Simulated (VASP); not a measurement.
# Al (P1) in VASP: further runs

The runs below take Al through single point, relaxation of cell and atoms, with PBEsol.

Program: VASP 6.6.1. These are calculated values, not measurements. Logs are shortened: lines on timing, memory, paths and dates and some standing lists are left out, and cuts for length are marked.

### Step 1. The cell of the first run

The typed cell holds 4 atoms: a = 4.016 Å, b = 4.016 Å, c = 4.016 Å, α = 90.00°, β = 90.00°, γ = 90.00°.

### Step 2. Single point, PBEsol (atom 1 moved 0.75 Å)

Input file INCAR:

```
  ALGO = Fast
  EDIFF = 1E-6
  ENCUT = 520
  GGA = PS
  ISIF = 2
  ISMEAR = 0
  LASPH = T
  LCHARG = F
  LREAL = F
  LWAVE = F
  NBANDS = 14
  NELM = 60
  PREC = Accurate
  SIGMA = 0.15
```

Input file KPOINTS:

```
k-points
0
Gamma
  8 8 8
```

Input file POSCAR:

```
Al
1.0
    4.0155561827      0.0000000000      0.0000000000
    0.0000000000     -4.0155561827      0.0000000000
    0.0000000000      0.0000000000     -4.0155561827
Al
4
Direct
    0.0573769355      0.6219285878      0.5382593157
    0.4808743548     -0.0406428626      0.4872468948
    0.4808743548      0.4593571374     -0.0127531052
   -0.0191256452     -0.0406428626     -0.0127531052
```

Potentials or basis: VASP PAW PBE potentials, release 64 (Al).

Launch:

```sh
$ cat potpaw_PBE.64/Al/POTCAR > POTCAR
$ mpirun -np 1 vasp_std > vasp.out
```

OUTCAR:

```text
EDIFF = 1E-6
   ENCUT = 520
   GGA = PS
   ISIF = 2
   ISMEAR = 0
   LASPH = T
   LREAL = F
   NELM = 60
   PREC = Accurate

 ion  position               nearest neighbor table
   1  0.057  0.622  0.538-   2 2.18   4 2.28   3 2.56   4 2.61   2 2.69   3 2.87   3 3.01   2 3.16
                             4 3.23   3 3.27
   2  0.481  0.959  0.487-   1 2.18   1 2.69   3 2.84   4 2.84   3 2.84   4 2.84   3 2.84   3 2.84
                             4 2.84   4 2.84   1 3.16
   3  0.481  0.459  0.987-   1 2.56   2 2.84   4 2.84   2 2.84   2 2.84   4 2.84   2 2.84   4 2.84
                             4 2.84   1 2.87   1 3.01   1 3.27
   4  0.981  0.959  0.987-   1 2.28   1 2.61   2 2.84   3 2.84   2 2.84   3 2.84   2 2.84   3 2.84
                             2 2.84   3 2.84   1 3.23

  LATTYP: Found a simple cubic cell.
 ALAT       =     4.0155561827

  Lattice vectors:

 A1 = (   4.0155561827,   0.0000000000,   0.0000000000)
 A2 = (   0.0000000000,  -4.0155561827,   0.0000000000)
 A3 = (   0.0000000000,   0.0000000000,  -4.0155561827)

Analysis of symmetry for initial positions (statically):
=====================================================================
 Subroutine PRICEL returns:
 Original cell was already a primitive cell.

 Routine SETGRP: Setting up the symmetry group for a
 simple cubic supercell.

 Subroutine GETGRP returns: Found  1 space group operations
 (whereof  1 operations were pure point group operations)
 out of a pool of 48 trial point group operations.

The static configuration has the point symmetry C_1 .

Analysis of symmetry for dynamics (positions and initial velocities):
=====================================================================
 Subroutine PRICEL returns:
 Original cell was already a primitive cell.

 Routine SETGRP: Setting up the symmetry group for a
 simple cubic supercell.

 Subroutine GETGRP returns: Found  1 space group operations
 (whereof  1 operations were pure point group operations)
 out of a pool of 48 trial point group operations.

The dynamic configuration has the point symmetry C_1 .

 Subroutine INISYM returns: Found  1 space group operations
 (whereof  1 operations are pure point group operations),
 and found     1 'primitive' translations

----------------------------------------------------------------------------------------

                                     Primitive cell

  volume of cell :      64.7496

  direct lattice vectors                    reciprocal lattice vectors
     4.015556183  0.000000000  0.000000000     0.249031505  0.000000000  0.000000000
     0.000000000 -4.015556183  0.000000000     0.000000000 -0.249031505  0.000000000
     0.000000000  0.000000000 -4.015556183     0.000000000  0.000000000 -0.249031505

  length of vectors
     4.015556183  4.015556183  4.015556183     0.249031505  0.249031505  0.249031505

  position of ions in fractional coordinates (direct lattice)
     0.057376936  0.621928588  0.538259316
     0.480874355  0.959357137  0.487246895
     0.480874355  0.459357137  0.987246895
     0.980874355  0.959357137  0.987246895

  ion indices of the primitive-cell ions
   primitive index   ion index
                 1           1
                 2           2
                 3           3
                 4           4

----------------------------------------------------------------------------------------

 KPOINTS: k-points

Automatic generation of k-mesh.
 Grid dimensions read from file:
 generate k-points for:    8    8    8

 Generating k-lattice:

  Cartesian coordinates                     Fractional coordinates (reciprocal lattice)
     0.031128938  0.000000000  0.000000000     0.125000000  0.000000000  0.000000000
     0.000000000 -0.031128938  0.000000000     0.000000000  0.125000000  0.000000000
     0.000000000  0.000000000 -0.031128938     0.000000000  0.000000000  0.125000000

  Length of vectors
     0.031128938  0.031128938  0.031128938

  Shift w.r.t. Gamma in fractional coordinates (k-lattice)
     0.000000000  0.000000000  0.000000000

 Subroutine IBZKPT returns following result:
 ===========================================

 Found    260 irreducible k-points:

 Following reciprocal coordinates:
            Coordinates               Weight
  0.000000  0.000000  0.000000      1.000000
  0.125000  0.000000  0.000000      2.000000
  0.000000  0.125000  0.000000      2.000000
  0.000000  0.000000  0.125000      2.000000
  0.250000  0.000000  0.000000      2.000000
  0.000000  0.250000  0.000000      2.000000
[... 16 lines left out ...]
 -0.125000  0.250000  0.000000      2.000000
 -0.250000  0.000000  0.125000      2.000000
 [... further k-points ...]
   k-points           NKPTS =    260   k-points in BZ     NKDIM =    260   number of bands    NBANDS=     14
   number of dos      NEDOS =    301   number of ions     NIONS =      4
   total plane-waves  NPLWV =  27000
   dimension x,y,z NGX =    30 NGY =   30 NGZ =   30
   dimension x,y,z NGXF=    60 NGYF=   60 NGZF=   60
   ions per type =               4
   NGX,Y,Z   is equivalent  to a cutoff of  12.42, 12.42, 12.42 a.u.
   NGXF,Y,Z  is equivalent  to a cutoff of  24.84, 24.84, 24.84 a.u.
 SYSTEM =  unknown system
   PREC   = accura    normal or accurate (medium, high low for compatibility)
   ISTART =      0    job   : 0-new  1-cont  2-samecut
   ICHARG =      2    charge: 1-file 2-atom 10-const
   ISPIN  =      1    spin polarized calculation?
   LNONCOLLINEAR =      F non collinear calculations
   LSORBIT =      F    spin-orbit coupling
   LASPH  =      T    aspherical Exc in radial PAW
   ENCUT  =  520.0 eV  38.22 Ry    6.18 a.u.   7.47  7.47  7.47*2*pi/ulx,y,z
   NELM   =     60;   NELMIN=  2; NELMDL= -5     # of ELM steps
   EDIFF  = 0.1E-05   stopping-criterion for ELM
   LREAL  =      F    real-space projection
   EDIFFG = 0.1E-04   stopping-criterion for IOM
   NSW    =      0    number of steps for IOM
   IBRION =     -1    ionic relax: 0-MD 1-quasi-New 2-CG
   NFREE  =      0    steps in history (QN), initial steepest desc. (CG)
   ISIF   =      2    stress and relaxation
   ISYM   =      2    0-nonsym 1-usesym 2-fastsym
   POTIM  = 0.5000    time-step for ionic-motion
   TEBEG  =    0.0;   TEEND  =   0.0 temperature during run
   PSTRESS=    0.0 pullay stress
   NELECT =      12.0000    total number of electrons
   NUPDOWN=      -1.0000    fix difference up-down
   EMIN   =  10.00;   EMAX   =-10.00  energy-range for DOS
   EFERMI =   0.00;   METHOD = LEGACY
   ISMEAR =     0;   SIGMA  =   0.15  broadening in eV -4-tet -1-fermi 0-gaus
   EFERMI_NEDOS =   21; number of points for ismear=-14 and -15
   IALGO  =     68    algorithm
   IMIX   =      4    mixing-type and parameters
     AMIX     =   0.40;   BMIX     =  1.00
     AMIX_MAG =   1.60;   BMIX_MAG =  1.00
  volume/ion in A,a.u.               =      16.19       109.24
  Fermi-wavevector in a.u.,A,eV,Ry     =   0.933375  1.763823 11.853247  0.871189
  Thomas-Fermi vector in A             =   2.060070
   LORBIT       =      0    0 simple, 1 ext, 2 COOP (PROOUT), +10 PAW based schemes
   GGA     = PS    functional components
   LHFCALC =     F    Hartree Fock is set to
   AEXX    =    0.0000 exact exchange contribution
   IVDW    =     0    specifies the selected vdW correction
   LEPSILON=     F    determine dielectric tensor
   LRPA    =     F    only Hartree local field effects (RPA)
 non-spin polarized calculation
 RMM-DIIS sequential band-by-band and
 Gauss-broadening in eV      SIGMA  =   0.15
  energy-cutoff  :      520.00
  volume of cell :       64.75
 maximum number of plane-waves:      1763
 NGX is ok and might be reduce to    30
   NGX = 15   NGY = 15   NGZ = 15

 number of electron      12.0000000 magnetization

 Free energy of the ion-electron system (eV)
  ---------------------------------------------------
  ext. energy  EPLUGINS =         0.00000000
  ---------------------------------------------------
  free energy    TOTEN  =       -14.59955328 eV

  energy without entropy =      -14.58179076  energy(sigma->0) =      -14.59067202

 E-fermi :   8.0348     XC(G=0): -10.2668

 val. band max:        8.0346606445   @ k =  -0.3750   0.1250   0.3750
 cond. band min:       8.0368482388   @ k =  -0.1250   0.5000   0.0000
 fundamental gap:      0.0021875943
 Fermi energy:         8.0348114473

 k-point     1 :       0.0000    0.0000    0.0000
  band No.  band energies     occupation
      1      -3.3159      2.00000
      2       4.7327      2.00000
      3       4.9371      2.00000
      4       5.2064      2.00000
      5       6.0053      2.00000
      6       6.2875      2.00000
      7       6.8543      2.00000
      8      12.4605      0.00000
      9      12.5877      0.00000
     10      12.8604      0.00000
     11      13.6301      0.00000
     12      13.7631      0.00000
     13      13.9101      0.00000
     14      14.4100      0.00000

 k-point     2 :       0.1250    0.0000    0.0000
  band No.  band energies     occupation
      1      -3.1757      2.00000
      2       3.4470      2.00000
      3       4.9992      2.00000
      4       5.3246      2.00000
      5       6.1705      2.00000
      6       6.7234      2.00000
      7       8.0932      0.58176
      8      11.1667      0.00000
      9      11.5540      0.00000
     10      12.4739      0.00000
     11      13.1175      0.00000
     12      13.5865      0.00000
     13      13.9171      0.00000
     14      14.2475      0.00000
[... 343 lines left out ...]
      1      -2.6503      2.00000
      2       2.0452      2.00000
      3       4.0235      2.00000
      4       5.4830      2.00000
      5       6.9133      2.00000
      6       8.3711      0.00152
      7       8.6912      0.00000
      8       9.9511      0.00000
      9      10.5531      0.00000
     10      11.7739      0.00000
     11      12.0844      0.00000
     12      12.6838      0.00000
     13      13.8949      0.00000
     14      15.8036      0.00000

 k-point    24 :      -0.2500    0.0000    0.1250
  band No.  band energies     occupation
      1      -2.6175      2.00000
      2       1.8820      2.00000
      3       3.9710      2.00000
      4       5.9377      2.00000
      5       6.7529      2.00000
      6       8.2248      0.07332
      7       8.6498      0.00000
      8      10.0907      0.00000
      9      10.6971      0.00000
     10      11.3917      0.00000
     11      12.3197      0.00000
     12      12.7895      0.00000
     13      13.5066      0.00000
     14      16.1698      0.00000

 [... further k-points ...]

------------------------ aborting loop because EDIFF is reached ----------------------------------------

  FORCE on cell =-STRESS in cart. coord.  units (eV):
  Direction    XX          YY          ZZ          XY          YZ          ZX
  --------------------------------------------------------------------------------------
  -------------------------------------------------------------------------------------
  Total        5.4073427      5.4312265      4.2229802     -2.9888228      1.5823614      0.3617297
  in kB      133.8003832    134.3913689    104.4942775    -73.9560372     39.1542706      8.9507123
  external PRESSURE =     124.2286765 kB  Pullay stress =       0.0000000 kB

 VOLUME and BASIS-vectors are now :
 -----------------------------------------------------------------------------
  energy-cutoff  :      520.00
  volume of cell :       64.75
      direct lattice vectors                 reciprocal lattice vectors
     4.015556183  0.000000000  0.000000000     0.249031505  0.000000000  0.000000000
     0.000000000 -4.015556183  0.000000000     0.000000000 -0.249031505  0.000000000
     0.000000000  0.000000000 -4.015556183     0.000000000  0.000000000 -0.249031505

 POSITION                                       TOTAL-FORCE (eV/Angst)
 -----------------------------------------------------------------------------------
      0.23040     -2.49739     -2.16141        -3.138748      4.811859      1.937655
      1.93098     -3.85235     -1.95657         2.922583     -2.903623      0.444973
      1.93098     -1.84457     -3.96435         0.712254      0.308879     -0.579181
      3.93876     -3.85235     -3.96435        -0.496089     -2.217114     -1.803446
 -----------------------------------------------------------------------------------
    total drift:                               -0.000025     -0.000023      0.000031

  FREE ENERGIE OF THE ION-ELECTRON SYSTEM (eV)
  ---------------------------------------------------
  free  energy   TOTEN  =       -14.5995532829 eV

  energy  without entropy=      -14.5817907601  energy(sigma->0) =      -14.59067202
```

It took 80 s on 1 thread of Intel Xeon 6975P-C (Granite Rapids), shared host; peak memory 0.28 GiB.

Results:

```yaml
Free_energy: -14.5996 eV
Pressure: 12.4 GPa
Largest_force: 6.063 eV/Å
Band_gap_on_the_k_mesh: zero (band 6 reaches 9.13 eV, above the bottom of band 7 at 4.35 eV)
```

Forces in eV/Å, atoms in the order of the input:
```
Al  -3.139  4.812  1.938
Al   2.923 -2.904  0.445
Al   0.712  0.309 -0.579
Al  -0.496 -2.217 -1.803
```

Stress tensor (GPa, compression positive):
```
13.38 -7.40  0.90
-7.40 13.44  3.92
 0.90  3.92 10.45
```

Caveat: the cell differs from its parent crystal (atom 1 moved 0.75 Å); the PAW data sets were made with another functional, which shifts forces and pressure a little.

### Step 3. Relaxation of cell and atoms, PBEsol (atom 1 moved 0.75 Å)

Input file INCAR:

```
SYSTEM = Al
PREC = Accurate
ENCUT = 600
EDIFF = 1E-6
ISMEAR = 0
SIGMA = 0.15
LREAL = .FALSE.
LASPH = .TRUE.
NELM = 100
ALGO = Fast
ISIF = 3
LWAVE = .FALSE.
LCHARG = .FALSE.
GGA = PS
IBRION = 2
NSW = 100
EDIFFG = -0.01
```

Input file KPOINTS:

```
regular mesh
0
G
  8 8 8
  0 0 0
```

POSCAR is that of step 2.

Potentials or basis: VASP PAW PBE potentials, release 64 (Al).

Launch:

```sh
$ cat potpaw_PBE.64/Al/POTCAR > POTCAR
$ mpirun -np 1 vasp_std > vasp.out
```

Run time: 6.8 min. Hardware: 1 thread of Intel Xeon 6975P-C (Granite Rapids), shared host; peak memory 0.31 GiB.

The run converged. Its results:

- Free energy: -16.3913 eV
- Relaxed volume: 16.27 Å³/atom
- Relaxed cell: a = 4.021 Å, b = 4.023 Å, c = 4.023 Å, α = 89.99°, β = 89.99°, γ = 89.99°
- Space group after relaxing (to 0.05 Å): Fm-3m (No. 225)
- Energy gained by relaxing: 447.8 meV/atom
- Ionic steps: 16
- Pressure after relaxing: -0.1 GPa
- Largest force after relaxing: 0.008 eV/Å
- Band gap on the k mesh: zero (band 6 reaches 9.34 eV, above the bottom of band 7 at 3.71 eV)

Forces in eV/Å, atoms in the order of the input:
```
Al   0.005  0.001 -0.002
Al   0.006  0.002  0.002
Al  -0.005 -0.005  0.004
Al  -0.005  0.002 -0.004
```

The path:
```csv
step,energy change (eV),largest force (eV/Å),pressure (GPa),volume (Å³)
1,0.0000,6.0633,12.42,64.75
2,-1.1772,0.6586,-7.60,77.12
3,-1.2717,1.1902,-4.78,73.40
4,-1.4896,1.1036,-1.91,68.90
5,-1.5892,0.8475,3.37,63.82
6,-1.7093,0.6300,2.21,63.87
7,-1.7246,0.6407,1.97,63.88
8,-1.7259,0.6377,1.98,63.88
9,-1.7670,0.3060,-1.17,66.12
10,-1.7674,0.2772,-1.44,66.35
11,-1.7843,0.1483,-0.35,65.35
12,-1.7859,0.1822,0.12,64.96
13,-1.7890,0.1187,0.09,64.96
14,-1.7912,0.0150,0.06,64.96
15,-1.7913,0.0154,0.06,64.96
16,-1.7914,0.0080,-0.07,65.06
```

Final structure:
```
Al
1.0
     4.02096   -0.00217   -0.00024
    -0.00126   -4.02267    0.00044
     0.00050   -0.00117   -4.02251
Al
4
Direct
  0.99970 0.50013 0.49985
  0.49966 0.00007 0.50014
  0.50034 0.49978 0.00024
  0.00030 0.00002 0.99977
```

Levels at points of the mesh, in eV from the Fermi level:
```tsv
k point	band 2	band 3	band 4	band 5	band 6	band 7	band 8	band 9	band 10
(0.00, 0.00, 0.00)	-3.07	-3.07	-3.06	-1.73	-1.73	-1.72	5.14	5.15	5.15
(0.50, 0.00, 0.00)	-9.07	-0.98	-0.98	-0.97	-0.97	0.02	0.02	1.08	1.08
(0.00, 0.50, 0.00)	-9.07	-0.98	-0.98	-0.97	-0.97	0.02	0.02	1.08	1.08
(0.00, 0.00, 0.50)	-9.07	-0.98	-0.98	-0.97	-0.97	0.02	0.02	1.08	1.08
(0.50, 0.50, 0.00)	-6.84	-6.84	-6.84	1.12	1.12	1.12	1.13	2.67	2.67
(0.00, 0.50, 0.50)	-6.84	-6.84	-6.84	1.12	1.12	1.13	1.13	2.68	2.68
(0.50, 0.00, 0.50)	-6.84	-6.84	-6.84	1.12	1.12	1.12	1.12	2.67	2.67
(0.50, 0.50, 0.50)	-4.76	-4.76	-4.76	-4.51	-4.51	-4.51	-4.51	11.39	11.40
```

Caveat: the cell differs from its parent crystal (atom 1 moved 0.75 Å); the PAW data sets were made with another functional, which shifts forces and pressure a little. Zero-point motion and thermal expansion aren't in these numbers.
